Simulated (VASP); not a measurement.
# TiAl (P-6m2) in VASP: a series of runs

The runs below take TiAl through single point, with LDA, PBEsol.

Program: VASP 6.6.1. These are calculated values, not measurements. Logs are shortened: lines on timing, memory, paths and dates and some standing lists are left out, and cuts for length are marked.

### 1 The cell of the first run

It takes space group P-6m2 (No. 187, hexagonal). Conventional cell: a = 2.848 Å, b = 2.848 Å, c = 4.647 Å, α = 90.00°, β = 90.00°, γ = 120.00°. Ti (site symmetry -6m2) has 6 Al at 2.85 Å and 6 Ti at 2.85 Å within 3.8 Å. Within 3.8 Å of Al (site symmetry -6m2) lie 6 Ti at 2.85 Å and 6 Al at 2.85 Å.

### 2 Single point, LDA (volume scaled by 0.98)

Input file INCAR:

```
SYSTEM = TiAl
PREC     = Accurate       ! precision mode
ENCUT    = 520            ! plane-wave cutoff, eV
EDIFF    = 1E-6           ! SCF threshold, eV
ISMEAR   = -1             ! smearing method
SIGMA    = 0.05           ! smearing width, eV
LREAL    = .FALSE.        ! projectors in reciprocal space
LASPH    = .TRUE.         ! aspherical terms in the spheres
NELM     = 60             ! most SCF steps
ALGO     = Fast           ! electronic algorithm
ISIF     = 2              ! what is computed and relaxed
LWAVE    = .FALSE.        ! write WAVECAR
LCHARG   = .FALSE.        ! write CHGCAR
NBANDS   = 14             ! bands
```

Input file KPOINTS:

```
Automatic mesh
0
G
  11 11 6
  0 0 0
```

Input file POSCAR:

```
TiAl
1.0
    2.8480182822      0.0000000000      0.0000000000
   -1.4240091410      2.4664561828      0.0000000000
    0.0000000000      0.0000000000      4.6466855238
Ti Al
1 1
Direct
    0.0000000000      0.0000000000      0.0000000000
    0.3333333333      0.6666666667      0.5000000000
```

Potentials or basis: VASP PAW LDA potentials, release 64 (Ti_sv, Al).

Command:

```
> cat potpaw_LDA.64/Ti_sv/POTCAR potpaw_LDA.64/Al/POTCAR > POTCAR
> mpirun -np 1 vasp_std > vasp.out
```

OUTCAR:

```text
SYSTEM = TiAl
   PREC = Accurate
   ENCUT = 520
   EDIFF = 1E-6
   ISMEAR = -1
   LREAL = .FALSE.
   LASPH = .TRUE.
   NELM = 60
   ISIF = 2

 ion  position               nearest neighbor table
   1  0.000  0.000  0.000-   2 2.85   2 2.85   2 2.85   2 2.85   2 2.85   2 2.85
   2  0.333  0.667  0.500-   1 2.85   1 2.85   1 2.85   1 2.85   1 2.85   1 2.85

  LATTYP: Found a hexagonal cell.
 ALAT       =     2.8480182822
 C/A-ratio  =     1.6315504549

  Lattice vectors:

 A1 = (   2.8480182822,   0.0000000000,   0.0000000000)
 A2 = (  -1.4240091410,   2.4664561828,   0.0000000000)
 A3 = (   0.0000000000,   0.0000000000,   4.6466855238)

Analysis of symmetry for initial positions (statically):
=====================================================================
 Subroutine PRICEL returns:
 Original cell was already a primitive cell.

 Routine SETGRP: Setting up the symmetry group for a
 hexagonal supercell.

 Subroutine GETGRP returns: Found 12 space group operations
 (whereof 12 operations were pure point group operations)
 out of a pool of 24 trial point group operations.

The static configuration has the point symmetry D_3h.

Analysis of symmetry for dynamics (positions and initial velocities):
=====================================================================
 Subroutine PRICEL returns:
 Original cell was already a primitive cell.

 Routine SETGRP: Setting up the symmetry group for a
 hexagonal supercell.

 Subroutine GETGRP returns: Found 12 space group operations
 (whereof 12 operations were pure point group operations)
 out of a pool of 24 trial point group operations.

The dynamic configuration has the point symmetry D_3h.

 Subroutine INISYM returns: Found 12 space group operations
 (whereof 12 operations are pure point group operations),
 and found     1 'primitive' translations

----------------------------------------------------------------------------------------

                                     Primitive cell

  volume of cell :      32.6407

  direct lattice vectors                    reciprocal lattice vectors
     2.848018282  0.000000000  0.000000000     0.351121342  0.202720001  0.000000000
    -1.424009141  2.466456183  0.000000000     0.000000000  0.405440002  0.000000000
     0.000000000  0.000000000  4.646685524     0.000000000  0.000000000  0.215207161

  length of vectors
     2.848018282  2.848018282  4.646685524     0.405440002  0.405440002  0.215207161

[... 85 lines left out ...]
   NFREE  =      0    steps in history (QN), initial steepest desc. (CG)
   ISIF   =      2    stress and relaxation
   ISYM   =      2    0-nonsym 1-usesym 2-fastsym
   POTIM  = 0.5000    time-step for ionic-motion
   TEBEG  =    0.0;   TEEND  =   0.0 temperature during run
   PSTRESS=    0.0 pullay stress
   NELECT =      15.0000    total number of electrons
   NUPDOWN=      -1.0000    fix difference up-down
   EMIN   =  10.00;   EMAX   =-10.00  energy-range for DOS
   EFERMI =   0.00;   METHOD = LEGACY
   ISMEAR =    -1;   SIGMA  =   0.05  broadening in eV -4-tet -1-fermi 0-gaus
   EFERMI_NEDOS =   21; number of points for ismear=-14 and -15
   IALGO  =     68    algorithm
   IMIX   =      4    mixing-type and parameters
     AMIX     =   0.40;   BMIX     =  1.00
     AMIX_MAG =   1.60;   BMIX_MAG =  1.00
  volume/ion in A,a.u.               =      16.32       110.14
  Fermi-wavevector in a.u.,A,eV,Ry     =   1.263336  2.387358 21.715130  1.596017
  Thomas-Fermi vector in A             =   2.396698
   LORBIT       =      0    0 simple, 1 ext, 2 COOP (PROOUT), +10 PAW based schemes
   GGA     = CA    functional components
   LHFCALC =     F    Hartree Fock is set to
   AEXX    =    0.0000 exact exchange contribution
   IVDW    =     0    specifies the selected vdW correction
   LEPSILON=     F    determine dielectric tensor
   LRPA    =     F    only Hartree local field effects (RPA)
 non-spin polarized calculation
 RMM-DIIS sequential band-by-band and
  energy-cutoff  :      520.00
  volume of cell :       32.64
 maximum number of plane-waves:       889
 NGX is ok and might be reduce to    24
   NGX = 11   NGY = 11   NGZ = 17

 number of electron      15.0000004 magnetization

 Free energy of the ion-electron system (eV)
  ---------------------------------------------------
  ext. energy  EPLUGINS =         0.00000000
  ---------------------------------------------------
  free energy    TOTEN  =       -13.24120794 eV

  energy without entropy =      -13.21826935  energy(sigma->0) =      -13.22973865

 E-fermi :   7.8326     XC(G=0): -11.2399

 val. band max:        7.8262186194   @ k =   0.4545   0.0000   0.3333
 cond. band min:       7.8458027502   @ k =   0.3636   0.2727   0.3333
 fundamental gap:      0.0195841307
 Fermi energy:         7.8325774312

 k-point     1 :       0.0000    0.0000    0.0000
  band No.  band energies     occupation
      1     -47.9445      2.00000
      2     -24.6505      2.00000
      3     -24.2048      2.00000
      4     -24.2048      2.00000
      5      -1.1292      2.00000
      6       5.5364      2.00000
      7       6.0759      2.00000
      8       9.1071      0.00000
      9       9.1071      0.00000
     10      10.6220      0.00000
     11      10.6220      0.00000
     12      11.8183      0.00000
     13      20.8374      0.00000
     14      20.8374      0.00000
[... 377 lines left out ...]
      1     -47.8935      2.00000
      2     -24.6022      2.00000
      3     -24.4974      2.00000
      4     -24.2850      2.00000
      5       0.4367      2.00000
      6       5.4873      2.00000
      7       7.2842      1.99997
      8       8.1202      0.00633
      9      10.0913      0.00000
     10      10.2477      0.00000
     11      10.3517      0.00000
     12      13.1258      0.00000
     13      14.5524      0.00000
     14      16.0253      0.00000

 [... further k-points ...]
[... 5 lines left out ...]
  --------------------------------------------------------------------------------------
  -------------------------------------------------------------------------------------
  Total       -0.7754342     -0.7754342     -0.9483435     -0.0000000      0.0000000      0.0000000
  in kB      -38.0623900    -38.0623900    -46.5496887     -0.0000000      0.0000000      0.0000000
  external PRESSURE =     -40.8914896 kB  Pullay stress =       0.0000000 kB

 VOLUME and BASIS-vectors are now :
 -----------------------------------------------------------------------------
  energy-cutoff  :      520.00
  volume of cell :       32.64
      direct lattice vectors                 reciprocal lattice vectors
     2.848018282  0.000000000  0.000000000     0.351121342  0.202720001  0.000000000
    -1.424009141  2.466456183  0.000000000     0.000000000  0.405440002  0.000000000
     0.000000000  0.000000000  4.646685524     0.000000000  0.000000000  0.215207161

 POSITION                                       TOTAL-FORCE (eV/Angst)
 -----------------------------------------------------------------------------------
      0.00000      0.00000      0.00000        -0.000000      0.000000      0.000000
     -0.00000      1.64430      2.32334         0.000000     -0.000000      0.000000
 -----------------------------------------------------------------------------------
    total drift:                                0.000000     -0.000000      0.000000

  FREE ENERGIE OF THE ION-ELECTRON SYSTEM (eV)
  ---------------------------------------------------
  free  energy   TOTEN  =       -13.2412079443 eV

  energy  without entropy=      -13.2182693514  energy(sigma->0) =      -13.22973865
```

OSZICAR:

```text
N       E                     dE             d eps       ncg     rms          rms(c)
DAV:   1     0.989222723280E+02    0.98922E+02   -0.71093E+03  1792   0.108E+03
DAV:   2    -0.890762177620E+01   -0.10783E+03   -0.10335E+03  1876   0.299E+02
DAV:   3    -0.145859649032E+02   -0.56783E+01   -0.55737E+01  2674   0.656E+01
[... 19 lines left out ...]
RMM:  23    -0.132412029331E+02   -0.28833E-05   -0.29793E-05  1833   0.221E-02    0.893E-03
RMM:  24    -0.132412050587E+02   -0.21256E-05   -0.22606E-05  1931   0.195E-02    0.729E-03
RMM:  25    -0.132412062992E+02   -0.12405E-05   -0.13878E-05  1985   0.175E-02    0.387E-03
RMM:  26    -0.132412072961E+02   -0.99699E-06   -0.10771E-05  1789   0.148E-02    0.156E-03
RMM:  27    -0.132412079443E+02   -0.64815E-06   -0.67708E-06  1591   0.117E-02
   1 F= -.13241208E+02 E0= -.13229739E+02  d E =-.229386E-01
```

It took 1.9 min on 1 thread of Intel Xeon 8259CL, shared host; peak memory 0.16 GiB.

What came out:

| Quantity | Value |
| --- | --- |
| Free energy | -13.2412 eV |
| Pressure | -4.1 GPa |

Caveat: the cell differs from its parent crystal (volume scaled by 0.98).

### 3 Single point, PBEsol (volume scaled by 0.98)

Input file INCAR:

```
SYSTEM = TiAl
ALGO = Fast
EDIFF = 1E-6
ENCUT = 520
GGA = PS
ISIF = 2
ISMEAR = -1
LASPH = .TRUE.
LCHARG = .FALSE.
LREAL = .FALSE.
LWAVE = .FALSE.
NBANDS = 14
NELM = 60
PREC = Accurate
SIGMA = 0.05
```

Input file KPOINTS:

```
k-points
0
G
  11 11 6
  0 0 0
```

POSCAR is that of step 2.

Potentials or basis: VASP PAW PBE potentials, release 64 (Ti_sv, Al).

Command:

```
> cat potpaw_PBE.64/Ti_sv/POTCAR potpaw_PBE.64/Al/POTCAR > POTCAR
> mpirun -np 1 vasp_std > vasp.out
```

OUTCAR:

```text
SYSTEM = TiAl
   EDIFF = 1E-6
   ENCUT = 520
   GGA = PS
   ISIF = 2
   ISMEAR = -1
   LASPH = .TRUE.
   LREAL = .FALSE.
   NELM = 60
   PREC = Accurate

 ion  position               nearest neighbor table
   1  0.000  0.000  0.000-   2 2.85   2 2.85   2 2.85   2 2.85   2 2.85   2 2.85
   2  0.333  0.667  0.500-   1 2.85   1 2.85   1 2.85   1 2.85   1 2.85   1 2.85

  LATTYP: Found a hexagonal cell.
 ALAT       =     2.8480182822
 C/A-ratio  =     1.6315504549

  Lattice vectors:

 A1 = (   2.8480182822,   0.0000000000,   0.0000000000)
 A2 = (  -1.4240091410,   2.4664561828,   0.0000000000)
 A3 = (   0.0000000000,   0.0000000000,   4.6466855238)

Analysis of symmetry for initial positions (statically):
=====================================================================
 Subroutine PRICEL returns:
 Original cell was already a primitive cell.

 Routine SETGRP: Setting up the symmetry group for a
 hexagonal supercell.

 Subroutine GETGRP returns: Found 12 space group operations
 (whereof 12 operations were pure point group operations)
 out of a pool of 24 trial point group operations.

The static configuration has the point symmetry D_3h.

Analysis of symmetry for dynamics (positions and initial velocities):
=====================================================================
 Subroutine PRICEL returns:
 Original cell was already a primitive cell.

 Routine SETGRP: Setting up the symmetry group for a
 hexagonal supercell.

 Subroutine GETGRP returns: Found 12 space group operations
 (whereof 12 operations were pure point group operations)
 out of a pool of 24 trial point group operations.

The dynamic configuration has the point symmetry D_3h.

 Subroutine INISYM returns: Found 12 space group operations
 (whereof 12 operations are pure point group operations),
 and found     1 'primitive' translations

----------------------------------------------------------------------------------------

                                     Primitive cell

  volume of cell :      32.6407

[... 113 lines left out ...]
   GGA     = PS    functional components
   LHFCALC =     F    Hartree Fock is set to
   AEXX    =    0.0000 exact exchange contribution
   IVDW    =     0    specifies the selected vdW correction
   LEPSILON=     F    determine dielectric tensor
   LRPA    =     F    only Hartree local field effects (RPA)
 non-spin polarized calculation
 RMM-DIIS sequential band-by-band and
  energy-cutoff  :      520.00
  volume of cell :       32.64
 maximum number of plane-waves:       889
 NGX is ok and might be reduce to    24
   NGX = 11   NGY = 11   NGZ = 17

 number of electron      15.0000004 magnetization

 Free energy of the ion-electron system (eV)
  ---------------------------------------------------
  ext. energy  EPLUGINS =         0.00000000
  ---------------------------------------------------
  free energy    TOTEN  =       -12.93892684 eV

  energy without entropy =      -12.91574634  energy(sigma->0) =      -12.92733659

 E-fermi :   7.9551     XC(G=0): -11.1190

 val. band max:        7.9240266394   @ k =   0.3636   0.0909   0.5000
 cond. band min:       7.9603585370   @ k =   0.3636   0.2727   0.3333
 fundamental gap:      0.0363318976
 Fermi energy:         7.9550508471

 k-point     1 :       0.0000    0.0000    0.0000
  band No.  band energies     occupation
      1     -48.2765      2.00000
      2     -24.7008      2.00000
      3     -24.2569      2.00000
      4     -24.2569      2.00000
      5      -1.0319      2.00000
      6       5.6448      2.00000
      7       6.1481      2.00000
      8       9.2716      0.00000
      9       9.2716      0.00000
     10      10.8004      0.00000
     11      10.8004      0.00000
     12      11.9733      0.00000
     13      21.0219      0.00000
     14      21.0219      0.00000
[... 377 lines left out ...]
      1     -48.2273      2.00000
      2     -24.6535      2.00000
      3     -24.5443      2.00000
      4     -24.3357      2.00000
      5       0.5390      2.00000
      6       5.5743      2.00000
      7       7.4113      1.99996
      8       8.2671      0.00389
      9      10.2632      0.00000
     10      10.4094      0.00000
     11      10.5134      0.00000
     12      13.2631      0.00000
     13      14.7125      0.00000
     14      16.2218      0.00000

 [... further k-points ...]
[... 5 lines left out ...]
  --------------------------------------------------------------------------------------
  -------------------------------------------------------------------------------------
  Total       -0.0684940     -0.0684940     -0.3125832     -0.0000000     -0.0000000     -0.0000000
  in kB       -3.3620467     -3.3620467    -15.3432272     -0.0000000     -0.0000000     -0.0000000
  external PRESSURE =      -7.3557735 kB  Pullay stress =       0.0000000 kB

 VOLUME and BASIS-vectors are now :
 -----------------------------------------------------------------------------
  energy-cutoff  :      520.00
  volume of cell :       32.64
      direct lattice vectors                 reciprocal lattice vectors
     2.848018282  0.000000000  0.000000000     0.351121342  0.202720001  0.000000000
    -1.424009141  2.466456183  0.000000000     0.000000000  0.405440002  0.000000000
     0.000000000  0.000000000  4.646685524     0.000000000  0.000000000  0.215207161

 POSITION                                       TOTAL-FORCE (eV/Angst)
 -----------------------------------------------------------------------------------
      0.00000      0.00000      0.00000        -0.000000      0.000000      0.000000
     -0.00000      1.64430      2.32334         0.000000     -0.000000      0.000000
 -----------------------------------------------------------------------------------
    total drift:                                0.000000     -0.000000      0.000000

  FREE ENERGIE OF THE ION-ELECTRON SYSTEM (eV)
  ---------------------------------------------------
  free  energy   TOTEN  =       -12.9389268373 eV

  energy  without entropy=      -12.9157463391  energy(sigma->0) =      -12.92733659
```

Run time: 2.1 min. Hardware: 1 thread of Intel Xeon 8259CL, shared host; peak memory 0.17 GiB.

What came out:

```yaml
Free_energy: -12.9389 eV
Pressure: -0.7 GPa
```

Caveat: the cell differs from its parent crystal (volume scaled by 0.98); the PAW data sets were made with another functional, which shifts forces and pressure a little.

### 4 Single point, LDA

This run uses another cell than the first one, of 16.65 Å³/atom, 1.020 times its volume.

Input file INCAR:

```
SYSTEM = TiAl
PREC = Accurate ; ENCUT = 520
EDIFF = 1E-6 ; ISMEAR = -1
SIGMA = 0.05 ; LREAL = .False.
LASPH = .True. ; NELM = 80
ALGO = Fast ; ISIF = 2
LWAVE = .False. ; LCHARG = .False.
GGA = CA ; NBANDS = 14
```

Input file KPOINTS:

```
Automatic mesh
0
Gamma
  11 11 6
  0 0 0
```

Input file POSCAR:

```
TiAl
1.0
    2.8672622327      0.0000000000      0.0000000000
   -1.4336311163      2.4831219328      0.0000000000
    0.0000000000      0.0000000000      4.6780830000
Ti Al
1 1
Direct
    0.0000000000      0.0000000000      0.0000000000
    0.3333333333      0.6666666667      0.5000000000
```

Potentials or basis: VASP PAW LDA potentials, release 64 (Ti_sv, Al).

Command:

```
> cat potpaw_LDA.64/Ti_sv/POTCAR potpaw_LDA.64/Al/POTCAR > POTCAR
> mpirun -np 1 vasp_std > vasp.out
```

It took 1.8 min on 1 thread of Intel Xeon 8259CL, shared host; peak memory 0.15 GiB.

It converged, with:

```yaml
Free_energy: -13.2203 eV
Pressure: -6.1 GPa
```

Stress tensor (GPa, compression positive):
```
-5.66  0.00  0.00
 0.00 -5.66  0.00
 0.00  0.00 -6.88
```

Levels at points of the mesh, in eV from the Fermi level:
```tsv
k point	band 3	band 4	band 5	band 6	band 7	band 8	band 9	band 10	band 11	band 12
(0.00, 0.00, 0.00)	-32.10	-32.10	-8.86	-2.27	-1.74	1.25	1.25	2.72	2.72	3.89
(0.00, 0.00, 0.50)	-32.10	-32.10	-7.97	-5.19	-0.43	1.26	1.26	2.65	2.65	6.83
```

### 5 The runs side by side

| level | potentials or basis | cell | gap on the mesh (eV) | pressure (GPa) |
| --- | --- | --- | --- | --- |
| LDA | VASP PAW LDA potentials, release 64 (Ti_sv, Al) | a = 2.848, b = 2.848, c = 4.647 Å, angles 90.0, 90.0, 120.0°, 2 atoms | none | -4.1 |
| PBEsol | VASP PAW PBE potentials, release 64 (Ti_sv, Al) | a = 2.848, b = 2.848, c = 4.647 Å, angles 90.0, 90.0, 120.0°, 2 atoms | none | -0.7 |
| LDA | VASP PAW LDA potentials, release 64 (Ti_sv, Al) | a = 2.867, b = 2.867, c = 4.678 Å, angles 90.0, 90.0, 120.0°, 2 atoms | none | -6.1 |

Alike in all rows: task single point; no spin polarisation; k mesh 11 × 11 × 6; cutoff (eV) 520; smearing fermi-dirac 0.05 eV.

Caveats: the PAW data sets were made with another functional, which shifts forces and pressure a little (some runs).

Absolute energies hang on the potentials; compare differences alone.
